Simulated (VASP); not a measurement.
# Ru5C in VASP: further runs, part 2 of 3

VASP 6.6.1. The steps go on from the part before.

**3. Single point, LDA, collinear spin**

Input file INCAR:

```
SYSTEM = Ru5C
PREC = Accurate
ENCUT = 520
EDIFF = 1E-6
ISMEAR = 0
SIGMA = 0.1
LREAL = .FALSE.
LASPH = .TRUE.
NELM = 150
ALGO = Normal
ISIF = 2
LWAVE = .FALSE.
LCHARG = .TRUE.
ISPIN = 2
MAGMOM = 0 0 0 0 0 2
LORBIT = 11
LMAXMIX = 4
LDIPOL = .TRUE.
IDIPOL = 3
DIPOL = 0.5 0.5 0.364
LELF = .TRUE.
LVHAR = .TRUE.
LVACPOTAV = .TRUE.
NBANDS = 50
```

Input file KPOINTS:

```
regular mesh
0
G
  12 12 1
  0 0 0
```

Input file POSCAR:

```
Ru5C
1.0
    2.6740588505      0.0000000000      0.0000000000
   -1.3370294253      2.3158028958      0.0000000000
    0.0000000000      0.0000000000     25.3999246690
Ru C
5 1
Direct
    0.6666666667      0.3333333333      0.1574807820
    0.3333333333      0.6666666667      0.2406849853
    0.6666666667      0.3333333333      0.3240221034
    0.3333333333      0.6666666667      0.4078536871
    0.6666666667      0.3333333333      0.4881874585
    0.6666666667      0.3333333333      0.5677152534
```

Potentials or basis: VASP PAW LDA potentials, release 64 (Ru_pv, C).

On the command line:

```bash
cat potpaw_LDA.64/Ru_pv/POTCAR potpaw_LDA.64/C/POTCAR > POTCAR
mpirun -np 1 vasp_std > vasp.out
```

OUTCAR:

```text
SYSTEM = Ru5C
   PREC = Accurate
   ENCUT = 520
   EDIFF = 1E-6
   ISMEAR = 0
   LREAL = .FALSE.
   LASPH = .TRUE.
   NELM = 150
   ISIF = 2
   ISPIN = 2
   LORBIT = 11

 ion  position               nearest neighbor table
   1  0.667  0.333  0.157-   2 2.62   2 2.62   2 2.62
   2  0.333  0.667  0.241-   1 2.62   1 2.62   1 2.62   3 2.62   3 2.62   3 2.62
   3  0.667  0.333  0.324-   2 2.62   2 2.62   2 2.62   4 2.63   4 2.63   4 2.63
   4  0.333  0.667  0.408-   5 2.56   5 2.56   5 2.56   3 2.63   3 2.63   3 2.63
   5  0.667  0.333  0.488-   6 2.02   4 2.56   4 2.56   4 2.56
   6  0.667  0.333  0.568-   5 2.02

  LATTYP: Found a hexagonal cell.
 ALAT       =     2.6740588505
 C/A-ratio  =     9.4986408636

  Lattice vectors:

 A1 = (   2.6740588505,   0.0000000000,   0.0000000000)
 A2 = (  -1.3370294253,   2.3158028958,   0.0000000000)
 A3 = (   0.0000000000,   0.0000000000,  25.3999246690)

Analysis of symmetry for initial positions (statically):
=====================================================================
 Subroutine PRICEL returns:
 Original cell was already a primitive cell.

 Routine SETGRP: Setting up the symmetry group for a
 hexagonal supercell.

 Subroutine GETGRP returns: Found  6 space group operations
 (whereof  6 operations were pure point group operations)
 out of a pool of 24 trial point group operations.

The static configuration has the point symmetry C_3v.

Analysis of symmetry for dynamics (positions and initial velocities):
=====================================================================
 Subroutine PRICEL returns:
 Original cell was already a primitive cell.

 Routine SETGRP: Setting up the symmetry group for a
 hexagonal supercell.

 Subroutine GETGRP returns: Found  6 space group operations
 (whereof  6 operations were pure point group operations)
 out of a pool of 24 trial point group operations.

The dynamic configuration has the point symmetry C_3v.

Analysis of structural, dynamic, and magnetic symmetry:
=====================================================================
 Subroutine PRICEL returns:
 Original cell was already a primitive cell.

 Routine SETGRP: Setting up the symmetry group for a
 hexagonal supercell.

 Subroutine GETGRP returns: Found  6 space group operations
 (whereof  6 operations were pure point group operations)
 out of a pool of 24 trial point group operations.

The overall configuration has the point symmetry C_3v.

 Subroutine INISYM returns: Found  6 space group operations
 (whereof  6 operations are pure point group operations),
 and found     1 'primitive' translations

----------------------------------------------------------------------------------------

                                     Primitive cell

  volume of cell :     157.2914

  direct lattice vectors                    reciprocal lattice vectors
     2.674058850  0.000000000  0.000000000     0.373963348  0.215907840  0.000000000
    -1.337029425  2.315802896  0.000000000     0.000000000  0.431815679  0.000000000
     0.000000000  0.000000000 25.399924669     0.000000000  0.000000000  0.039370196

  length of vectors
     2.674058850  2.674058851 25.399924669     0.431815679  0.431815679  0.039370196

  position of ions in fractional coordinates (direct lattice)
[... 91 lines left out ...]
   PSTRESS=    0.0 pullay stress
   NELECT =      74.0000    total number of electrons
   NUPDOWN=      -1.0000    fix difference up-down
   EMIN   =  10.00;   EMAX   =-10.00  energy-range for DOS
   EFERMI =   0.00;   METHOD = LEGACY
   ISMEAR =     0;   SIGMA  =   0.10  broadening in eV -4-tet -1-fermi 0-gaus
   EFERMI_NEDOS =   21; number of points for ismear=-14 and -15
   IALGO  =     38    algorithm
   IMIX   =      4    mixing-type and parameters
     AMIX     =   0.40;   BMIX     =  1.00
     AMIX_MAG =   1.60;   BMIX_MAG =  1.00
  volume/ion in A,a.u.               =      26.22       176.91
  Fermi-wavevector in a.u.,A,eV,Ry     =   1.273260  2.406112 22.057641  1.621191
  Thomas-Fermi vector in A             =   2.406093
   LORBIT       =     11    0 simple, 1 ext, 2 COOP (PROOUT), +10 PAW based schemes
   GGA     = CA    functional components
   LHFCALC =     F    Hartree Fock is set to
   AEXX    =    0.0000 exact exchange contribution
   IVDW    =     0    specifies the selected vdW correction
   LEPSILON=     F    determine dielectric tensor
   LRPA    =     F    only Hartree local field effects (RPA)
 spin polarized calculation
 Gauss-broadening in eV      SIGMA  =   0.10
  energy-cutoff  :      520.00
  volume of cell :      157.29
 maximum number of plane-waves:      4323
 NGX is ok and might be reduce to    20
   NGX =  9   NGY =  9   NGZ = 95

 dipolmoment           0.000000      0.000000     -0.001207 electrons x Angstroem

 number of electron      74.0000016 magnetization       0.0000861

 dipolmoment           0.000000      0.000000      0.067713 electrons x Angstroem

 Free energy of the ion-electron system (eV)
  ---------------------------------------------------
  ext. energy  EPLUGINS =         0.00000000
  ---------------------------------------------------
  free energy    TOTEN  =       -56.96701556 eV

  energy without entropy =      -56.92691428  energy(sigma->0) =      -56.94696492

 E-fermi :   2.4465     XC(G=0):  -7.5787

 val. band max:        2.4327896342   @ k =   0.3333   0.2500   0.0000
 cond. band min:       2.4564713304   @ k =   0.2500   0.0833   0.0000
 fundamental gap:      0.0236816962
 Fermi energy:         2.4464760323

 spin component 1

 k-point     1 :       0.0000    0.0000    0.0000
  band No.  band energies     occupation
      1     -41.1122      1.00000
      2     -40.8411      1.00000
      3     -40.4048      1.00000
      4     -40.1565      1.00000
      5     -40.1565      1.00000
      6     -40.0584      1.00000
[... 977 lines left out ...]
     48      10.7206      0.00000
     49      11.0649      0.00000
 Fermi energy:         2.4464760323

 spin component 2

 k-point     1 :       0.0000    0.0000    0.0000
  band No.  band energies     occupation
      1     -41.1122      1.00000
      2     -40.8411      1.00000
      3     -40.4048      1.00000
      4     -40.1565      1.00000
      5     -40.1565      1.00000
      6     -40.0584      1.00000
[... 977 lines left out ...]
     48      10.7206      0.00000
     49      11.0650      0.00000
 [bands above 49 left out]

------------------------ aborting loop because EDIFF is reached ----------------------------------------

  FORCE on cell =-STRESS in cart. coord.  units (eV):
  Direction    XX          YY          ZZ          XY          YZ          ZX
  --------------------------------------------------------------------------------------
  -------------------------------------------------------------------------------------
  Total       -2.7512983     -2.7512983     -5.1293238      0.0000000      0.0000000     -0.0000000
  in kB      -28.0248487    -28.0248487    -52.2475247      0.0000000      0.0000000     -0.0000000
  external PRESSURE =     -36.0990740 kB  Pullay stress =       0.0000000 kB

 VOLUME and BASIS-vectors are now :
 -----------------------------------------------------------------------------
  energy-cutoff  :      520.00
  volume of cell :      157.29
      direct lattice vectors                 reciprocal lattice vectors
     2.674058850  0.000000000  0.000000000     0.373963348  0.215907840  0.000000000
    -1.337029425  2.315802896  0.000000000     0.000000000  0.431815679  0.000000000
     0.000000000  0.000000000 25.399924669     0.000000000  0.000000000  0.039370196

 POSITION                                       TOTAL-FORCE (eV/Angst)
 -----------------------------------------------------------------------------------
      1.33703      0.77193      4.00000        -0.000000      0.000000      0.854757
     -0.00000      1.54387      6.11338        -0.000000      0.000000     -0.828862
      1.33703      0.77193      8.23014        -0.000000      0.000000     -0.002843
     -0.00000      1.54387     10.35945         0.000000      0.000000     -0.966421
      1.33703      0.77193     12.39992         0.000000      0.000000      3.456700
      1.33703      0.77193     14.41992         0.000000     -0.000000     -2.513331
 -----------------------------------------------------------------------------------
    total drift:                               -0.000000     -0.000000      0.000341

  FREE ENERGIE OF THE ION-ELECTRON SYSTEM (eV)
  ---------------------------------------------------
  free  energy   TOTEN  =       -56.9670155636 eV

  energy  without entropy=      -56.9269142822  energy(sigma->0) =      -56.94696492

 vacuum level on the upper side and lower side of the slab         9.889         7.911

 total charge

# of ion       s       p       d       tot
------------------------------------------
    1        0.402   6.232   5.954  12.589
    2        0.419   6.338   5.971  12.729
    3        0.420   6.338   5.985  12.743
    4        0.428   6.344   6.020  12.792
    5        0.427   6.318   6.050  12.795
    6        1.024   1.003   0.000   2.027
--------------------------------------------------
tot          3.121  32.575  29.980  65.675

 magnetization (x)

# of ion       s       p       d       tot
------------------------------------------
    1       -0.000   0.000   0.000   0.000
    2        0.000   0.000   0.000   0.000
    3       -0.000  -0.000   0.000   0.000
    4        0.000   0.000   0.000   0.000
    5       -0.000   0.000   0.000   0.000
    6        0.000   0.000   0.000   0.000
--------------------------------------------------
tot          0.000   0.000   0.000   0.000
```

It took 7.2 min on 1 thread of AMD EPYC 9R45 (Zen 5), shared host; peak memory 0.32 GiB.

Results:

```yaml
Free_energy: -56.9670 eV
Largest_force: 3.457 eV/Å
Band_gap_on_the_k_mesh: zero (filled and empty bands overlap)
Net_moment: 0.00 μB per cell
Valence_electrons_inside_the_program's_atomic_spheres: Ru 12.59, 12.73, 12.74, 12.79 (each value once); C 2.03
```

Forces in eV/Å, atoms in the order of the input:
```
Ru   0.000  0.000  0.855
Ru   0.000  0.000 -0.829
Ru   0.000  0.000 -0.003
Ru   0.000  0.000 -0.966
Ru   0.000  0.000  3.457
C    0.000  0.000 -2.513
```

Levels at points of the mesh, in eV from the Fermi level:
Spin up:
```csv
k point,band 35,band 36,band 37,band 38,band 39,band 40
"(0.00, 0.00, 0.00)",-1.64,-1.07,-1.07,-0.29,-0.29,-0.11
"(0.50, 0.00, 0.00)",0.40,1.25,1.43,1.56,1.72,1.85
```
Spin down:
```tsv
k point	band 34	band 35	band 36	band 37	band 38	band 39	band 40	band 41
(0.00, 0.00, 0.00)	-2.03	-1.64	-1.07	-1.07	-0.29	-0.29	-0.11	0.54
(0.50, 0.00, 0.00)	0.34	0.40	1.25	1.43	1.56	1.72	1.85	2.03
```

(Part 2 of 3 ends here.)

The gap in the log of VASP goes by the Fermi energy; the results here count the filled bands.